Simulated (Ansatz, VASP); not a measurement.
**Si: VASP beside Ansatz**

File POSCAR:

```
Si
1.0
    2.7221053412     -2.7221053412      0.0000000000
    2.7221053412      0.0000000000     -2.7221053412
    5.4442106824      5.4442106824      5.4442106824
Si
6
Direct
    0.6666666667      0.6666666667      0.8333333333
    1.0000000000      0.0000000000      0.5000000000
    0.3333333333      0.3333333333      0.1666666667
    0.6666666667      0.6666666667      0.0833333333
    1.0000000000      1.0000000000      0.7500000000
    0.3333333333      0.3333333333      0.4166666667
```

The input INCAR.step1:

```
SYSTEM = Si
PREC     = Accurate       ! precision mode
ENCUT    = 520            ! plane-wave cutoff, eV
ISMEAR   = 0              ! smearing method
SIGMA    = 0.05           ! smearing width, eV
LREAL    = .False.        ! projectors in reciprocal space
LASPH    = .True.         ! aspherical terms in the spheres
NELM     = 60             ! most SCF steps
NBANDS   = 21             ! bands
GGA      = PE             ! functional
ALGO     = Normal         ! electronic algorithm
EDIFF    = 1E-4           ! SCF threshold, eV
LWAVE    = .True.         ! write WAVECAR
LCHARG   = .False.        ! write CHGCAR
```

The input INCAR.step2:

```
SYSTEM = Si
PREC     = Accurate       ! precision mode
ENCUT    = 520            ! plane-wave cutoff, eV
EDIFF    = 1E-7           ! SCF threshold, eV
ISMEAR   = 0              ! smearing method
SIGMA    = 0.05           ! smearing width, eV
LREAL    = .False.        ! projectors in reciprocal space
LASPH    = .True.         ! aspherical terms in the spheres
NELM     = 60             ! most SCF steps
ALGO     = Normal         ! electronic algorithm
ISIF     = 2              ! what is computed and relaxed
LWAVE    = .False.        ! write WAVECAR
LCHARG   = .True.         ! write CHGCAR
METAGGA  = R2SCAN         ! meta-GGA
LMIXTAU  = .True.       
LELF     = .True.         ! ELF
LVHAR    = .True.       
NBANDS   = 21             ! bands
ISTART   = 1
```

File KPOINTS:

```
Automatic mesh
0
Gamma
  8 8 3
  0 0 0
```

Input for Ansatz:

```yaml
crystal:
  lattice:
    - [2.7221053412, -2.7221053412, 0.0]
    - [2.7221053412, 0.0, -2.7221053412]
    - [5.4442106824, 5.4442106824, 5.4442106824]
  atoms:
    - { symbol: Si, position: [0.6666666667, 0.6666666667, 0.8333333333] }
    - { symbol: Si, position: [1.0, 0.0, 0.5] }
    - { symbol: Si, position: [0.3333333333, 0.3333333333, 0.1666666667] }
    - { symbol: Si, position: [0.6666666667, 0.6666666667, 0.0833333333] }
    - { symbol: Si, position: [1.0, 1.0, 0.75] }
    - { symbol: Si, position: [0.3333333333, 0.3333333333, 0.4166666667] }
basis:
  ecutwfc: 500
kpoints:
  mp_grid: { grid: [8, 8, 3] }
hamiltonian:
  xc: r2scan
scf:
  occupations: { method: gaussian, width: 0.05 }
output:
  forces: true
  stress: true
  eigenvalues: true
  write_density: true
  write_potential: true
  elf: true
  volumetric_format: npy
```

Alike in both runs: task single point; functional r2SCAN; k mesh 8 × 8 × 3; occupations gaussian, width 0.05 eV; no spin polarisation.

```csv
,VASP,Ansatz
version,VASP 6.6.1,Ansatz 0.2.0
potentials or method,"VASP PAW PBE potentials, release 64 (Si), cutoff 520 eV","scalar-relativistic, plane waves, PAW"
valence electrons in the cell,24,24
```

VASP gave:

| Property | Result |
| --- | --- |
| gap on the k mesh at the Fermi level (eV) | 0.90 |
| least direct gap on the mesh (eV) | 2.02 |
| pressure (GPa) | -0.2 |

Question: What did Ansatz give for the same quantities?

Answer: gap on the k mesh at the Fermi level (eV): 0.88; least direct gap on the mesh (eV): 2.01; pressure (GPa): 0.0.

VASP's potentials were made for PBE, not for r2SCAN.
